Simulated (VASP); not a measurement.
# Al: single point with PBEsol

Crystal: Al.

```
CELL_PARAMETERS angstrom
4.42938 0.00000 0.00000
-2.21469 3.83595 0.00000
0.00000 0.00000 2.73568
ATOMIC_POSITIONS crystal
Al 0.00000 0.00000 0.00000
Al 0.33333 0.66667 0.50000
Al 0.66667 0.33333 0.50000
```

This cell differs from its parent crystal: volume scaled by 0.92.

- Program: VASP 6.6.1
- Task: single point
- Functional: PBEsol
- Potentials or basis: VASP PAW PBE potentials, release 64 (Al)
- Cutoff: 520 eV
- k mesh: 9 × 9 × 13
- Occupations: fermi-dirac, width 0.1 eV
- Spin: no spin polarisation
- Dipole correction: no
- Further INCAR settings: ALGO = Normal; EDIFF = 1e-07; NBANDS = 12

```yaml
Pressure: 7.2 GPa
```

Stress tensor (GPa, compression positive):
```
8.46 0.00 0.00
0.00 8.46 0.00
0.00 0.00 4.79
```

Levels at points of the mesh, in eV from the Fermi level:
```csv
k point,band 1,band 2,band 3,band 4,band 5,band 6,band 7,band 8,band 9
"(0.00, 0.00, 0.00)",-11.57,-2.28,-2.28,-2.19,-2.19,-1.02,-0.89,6.80,7.67
```

It took 35 s on 1 thread of Intel(R) Xeon(R) Platinum 8259CL CPU @ 2.50GHz (Skylake/Cascade Lake) (shared host), peak memory 0.17 GiB.

Caveat: the PAW data sets were made with another functional, which shifts forces and pressure a little.
